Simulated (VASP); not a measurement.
# Ge4S in VASP: notebook, part 2 of 2

VASP 6.6.1. Earlier steps stand in the parts before.

### 4 Single point, PBE

File INCAR:

```
SYSTEM = Ge4S
PREC     = Accurate       ! precision mode
ENCUT    = 520            ! plane-wave cutoff, eV
EDIFF    = 1E-7           ! SCF threshold, eV
ISMEAR   = 0              ! smearing method
SIGMA    = 0.1            ! smearing width, eV
LREAL    = .False.        ! projectors in reciprocal space
LASPH    = .True.         ! aspherical terms in the spheres
NELM     = 80             ! most SCF steps
ALGO     = Normal         ! electronic algorithm
ISIF     = 2              ! what is computed and relaxed
LWAVE    = .False.        ! write WAVECAR
LCHARG   = .True.         ! write CHGCAR
LDIPOL   = .True.       
IDIPOL   = 3            
DIPOL    = 0.5 0.5 0.351
GGA      = PE             ! functional
LELF     = .True.         ! ELF
LVHAR    = .True.       
LVACPOTAV= .True.       
NBANDS   = 39             ! bands
```

File KPOINTS:

```
Automatic mesh
0
Gamma
  7 7 1
  0 0 0
```

File POSCAR:

```
Ge4S
1.0
    4.0740542171      0.0000000000      0.0000000000
    0.0000000000      4.0740542171      0.0000000000
    0.0000000000      0.0000000000     19.8557569412
Ge S
4 1
Direct
    0.0000000000      0.5000000000      0.2014529092
    0.0000000000      0.0000000000      0.2739958843
    0.5000000000      0.0000000000      0.3493666172
    0.5000000000      0.5000000000      0.4208228861
    0.7500000000      0.6250000000      0.5085080170
```

Potentials or basis: VASP PAW PBE potentials, release 64 (Ge_d, S).

On the command line:

```
cat potpaw_PBE.64/Ge_d/POTCAR potpaw_PBE.64/S/POTCAR > POTCAR
mpirun -np 1 vasp_std > vasp.out
```

OUTCAR:

```text
SYSTEM = Ge4S
   PREC = Accurate
   ENCUT = 520
   EDIFF = 1E-7
   ISMEAR = 0
   LREAL = .False.
   LASPH = .True.
   NELM = 80
   ISIF = 2
   GGA = PE

 ion  position               nearest neighbor table
   1  0.000  0.500  0.201-   2 2.49   2 2.49
   2  0.000  0.000  0.274-   1 2.49   1 2.49   3 2.53   3 2.53
   3  0.500  0.000  0.349-   4 2.48   4 2.48   2 2.53   2 2.53
   4  0.500  0.500  0.421-   5 2.08   3 2.48   3 2.48
   5  0.750  0.625  0.509-   4 2.08

  LATTYP: Found a simple tetragonal cell.
 ALAT       =     4.0740542171
 C/A-ratio  =     4.8737095490

  Lattice vectors:

 A1 = (   4.0740542171,   0.0000000000,   0.0000000000)
 A2 = (   0.0000000000,   4.0740542171,   0.0000000000)
 A3 = (   0.0000000000,   0.0000000000,  19.8557569412)

Analysis of symmetry for initial positions (statically):
=====================================================================
 Subroutine PRICEL returns:
 Original cell was already a primitive cell.

 Routine SETGRP: Setting up the symmetry group for a
 simple tetragonal supercell.

 Subroutine GETGRP returns: Found  1 space group operations
 (whereof  1 operations were pure point group operations)
 out of a pool of 16 trial point group operations.

The static configuration has the point symmetry C_1 .

Analysis of symmetry for dynamics (positions and initial velocities):
=====================================================================
 Subroutine PRICEL returns:
 Original cell was already a primitive cell.

 Routine SETGRP: Setting up the symmetry group for a
 simple tetragonal supercell.

 Subroutine GETGRP returns: Found  1 space group operations
 (whereof  1 operations were pure point group operations)
 out of a pool of 16 trial point group operations.

The dynamic configuration has the point symmetry C_1 .

 Subroutine INISYM returns: Found  1 space group operations
 (whereof  1 operations are pure point group operations),
 and found     1 'primitive' translations

----------------------------------------------------------------------------------------

                                     Primitive cell

  volume of cell :     329.5642

  direct lattice vectors                    reciprocal lattice vectors
     4.074054217  0.000000000  0.000000000     0.245455742  0.000000000  0.000000000
     0.000000000  4.074054217  0.000000000     0.000000000  0.245455742  0.000000000
     0.000000000  0.000000000 19.855756941     0.000000000  0.000000000  0.050363227

  length of vectors
     4.074054217  4.074054217 19.855756941     0.245455742  0.245455742  0.050363227

  position of ions in fractional coordinates (direct lattice)
     0.000000000  0.500000000  0.201452909
     0.000000000  0.000000000  0.273995884
     0.500000000  0.000000000  0.349366617
     0.500000000  0.500000000  0.420822886
     0.750000000  0.625000000  0.508508017

  ion indices of the primitive-cell ions
   primitive index   ion index
                 1           1
                 2           2
                 3           3
                 4           4
                 5           5

[... 31 lines left out ...]
  0.285714  0.000000  0.000000      2.000000
  0.000000  0.285714  0.000000      2.000000
  0.428571  0.000000  0.000000      2.000000
[... 16 lines left out ...]
  0.285714  0.428571  0.000000      2.000000
  0.428571  0.428571  0.000000      2.000000
   k-points           NKPTS =     25   k-points in BZ     NKDIM =     25   number of bands    NBANDS=     39
   number of dos      NEDOS =    301   number of ions     NIONS =      5
   total plane-waves  NPLWV = 135000
   dimension x,y,z NGX =    30 NGY =   30 NGZ =  150
   dimension x,y,z NGXF=    60 NGYF=   60 NGZF=  300
   ions per type =               4   1
   NGX,Y,Z   is equivalent  to a cutoff of  12.24, 12.24, 12.56 a.u.
   NGXF,Y,Z  is equivalent  to a cutoff of  24.48, 24.48, 25.12 a.u.
 SYSTEM =  Ge4S
   PREC   = accura    normal or accurate (medium, high low for compatibility)
   ISTART =      0    job   : 0-new  1-cont  2-samecut
   ICHARG =      2    charge: 1-file 2-atom 10-const
   ISPIN  =      1    spin polarized calculation?
   LNONCOLLINEAR =      F non collinear calculations
   LSORBIT =      F    spin-orbit coupling
   LASPH  =      T    aspherical Exc in radial PAW
   ENCUT  =  520.0 eV  38.22 Ry    6.18 a.u.   7.58  7.58 36.92*2*pi/ulx,y,z
   NELM   =     80;   NELMIN=  2; NELMDL= -5     # of ELM steps
   EDIFF  = 0.1E-06   stopping-criterion for ELM
   LREAL  =      F    real-space projection
   EDIFFG = 0.1E-05   stopping-criterion for IOM
   NSW    =      0    number of steps for IOM
   IBRION =     -1    ionic relax: 0-MD 1-quasi-New 2-CG
   NFREE  =      0    steps in history (QN), initial steepest desc. (CG)
   ISIF   =      2    stress and relaxation
   ISYM   =      2    0-nonsym 1-usesym 2-fastsym
   POTIM  = 0.5000    time-step for ionic-motion
   TEBEG  =    0.0;   TEEND  =   0.0 temperature during run
   PSTRESS=    0.0 pullay stress
   NELECT =      62.0000    total number of electrons
   NUPDOWN=      -1.0000    fix difference up-down
   EMIN   =  10.00;   EMAX   =-10.00  energy-range for DOS
   EFERMI =   0.00;   METHOD = LEGACY
   ISMEAR =     0;   SIGMA  =   0.10  broadening in eV -4-tet -1-fermi 0-gaus
   EFERMI_NEDOS =   21; number of points for ismear=-14 and -15
   IALGO  =     38    algorithm
   IMIX   =      4    mixing-type and parameters
     AMIX     =   0.40;   BMIX     =  1.00
     AMIX_MAG =   1.60;   BMIX_MAG =  1.00
  volume/ion in A,a.u.               =      65.91       444.80
  Fermi-wavevector in a.u.,A,eV,Ry     =   0.938049  1.772655 11.972247  0.879935
  Thomas-Fermi vector in A             =   2.065221
   LORBIT       =      0    0 simple, 1 ext, 2 COOP (PROOUT), +10 PAW based schemes
   GGA     = PE    functional components
   LHFCALC =     F    Hartree Fock is set to
   AEXX    =    0.0000 exact exchange contribution
   IVDW    =     0    specifies the selected vdW correction
   LEPSILON=     F    determine dielectric tensor
   LRPA    =     F    only Hartree local field effects (RPA)
 non-spin polarized calculation
 Gauss-broadening in eV      SIGMA  =   0.10
  energy-cutoff  :      520.00
  volume of cell :      329.56
 maximum number of plane-waves:      8917
   NGX = 15   NGY = 15   NGZ = 73

 dipolmoment           0.000000      0.000000     -0.055060 electrons x Angstroem

 number of electron      61.9999944 magnetization

 dipolmoment           0.000000      0.000000      0.098198 electrons x Angstroem

 Free energy of the ion-electron system (eV)
  ---------------------------------------------------
  ext. energy  EPLUGINS =         0.00000000
  ---------------------------------------------------
  free energy    TOTEN  =       -20.06941056 eV

  energy without entropy =      -20.04848174  energy(sigma->0) =      -20.05894615

 E-fermi :  -2.1174     XC(G=0):  -4.2800

 val. band max:       -2.1632904375   @ k =   0.0000   0.2857   0.0000
 cond. band min:      -2.1032199352   @ k =   0.1429   0.1429   0.0000
 fundamental gap:      0.0600705023
 Fermi energy:        -2.1174260505

 k-point     1 :       0.0000    0.0000    0.0000
  band No.  band energies     occupation
      1     -26.9212      2.00000
      2     -26.9014      2.00000
      3     -26.8408      2.00000
      4     -26.8288      2.00000
      5     -26.7856      2.00000
      6     -26.5847      2.00000
[... 997 lines left out ...]
     38       3.8103      0.00000
     39       4.0441      0.00000

 [... further k-points ...]

------------------------ aborting loop because EDIFF is reached ----------------------------------------

  FORCE on cell =-STRESS in cart. coord.  units (eV):
  Direction    XX          YY          ZZ          XY          YZ          ZX
  --------------------------------------------------------------------------------------
  -------------------------------------------------------------------------------------
  Total       -1.9090443      0.6404510      0.5970371     -0.0222385     -0.6347198      0.6639465
  in kB       -9.2808240      3.1135542      2.9024976     -0.1081125     -3.0856918      3.2277776
  external PRESSURE =      -1.0882574 kB  Pullay stress =       0.0000000 kB

 VOLUME and BASIS-vectors are now :
 -----------------------------------------------------------------------------
  energy-cutoff  :      520.00
  volume of cell :      329.56
      direct lattice vectors                 reciprocal lattice vectors
     4.074054217  0.000000000  0.000000000     0.245455742  0.000000000  0.000000000
     0.000000000  4.074054217  0.000000000     0.000000000  0.245455742  0.000000000
     0.000000000  0.000000000 19.855756941     0.000000000  0.000000000  0.050363227

 POSITION                                       TOTAL-FORCE (eV/Angst)
 -----------------------------------------------------------------------------------
      0.00000      2.03703      4.00000         0.020162      0.017715     -0.295320
      0.00000      0.00000      5.44040         0.030400      0.073840      0.440844
      2.03703      0.00000      6.93694        -0.336292     -0.083538     -0.531487
      2.03703      2.03703      8.35576         0.077026      0.256629      0.458182
      3.05554      2.54628     10.09681         0.208705     -0.264646     -0.072220
 -----------------------------------------------------------------------------------
    total drift:                                0.000041      0.000003      0.003048

  FREE ENERGIE OF THE ION-ELECTRON SYSTEM (eV)
  ---------------------------------------------------
  free  energy   TOTEN  =       -20.0694105631 eV

  energy  without entropy=      -20.0484817413  energy(sigma->0) =      -20.05894615

 vacuum level on the upper side and lower side of the slab         3.915         2.845
```

Wall time 16 min (1 thread of Intel Xeon 8259CL, shared host); peak memory 0.52 GiB.

What came out:

```
Free energy            : -20.0694 eV
Largest force          : 0.634 eV/Å
Band gap on the k mesh : zero (bands 31 and 32 overlap by 0.37 eV)
```

Forces on the atoms (eV/Å):
```
Ge   0.020  0.018 -0.295
Ge   0.030  0.074  0.441
Ge  -0.336 -0.084 -0.531
Ge   0.077  0.257  0.458
S    0.209 -0.265 -0.072
```

Levels at points of the mesh, in eV from the Fermi level:
| k point | band 27 | band 28 | band 29 | band 30 | band 31 | band 32 | band 33 | band 34 | band 35 | band 36 |
| --- | --- | --- | --- | --- | --- | --- | --- | --- | --- | --- |
| (0.00, 0.00, 0.00) | -1.74 | -1.13 | -1.07 | -0.87 | 0.06 | 0.96 | 1.66 | 1.79 | 1.97 | 2.64 |

### 5 Summary

```csv
cell,gap on the mesh (eV),largest force (eV/Å)
"as given, atomic positions A",none,0.71
"as given, atomic positions B",none,0.73
"as given, atomic positions C",none,0.63
```

Alike in all rows: task single point; level PBE; potentials or basis VASP PAW PBE potentials, release 64 (Ge_d, S); no spin polarisation; k mesh 7 × 7 × 1; cutoff (eV) 520; smearing gaussian 0.1 eV.

Total energies depend on the potentials used, so only differences within one code and one set of settings carry meaning.
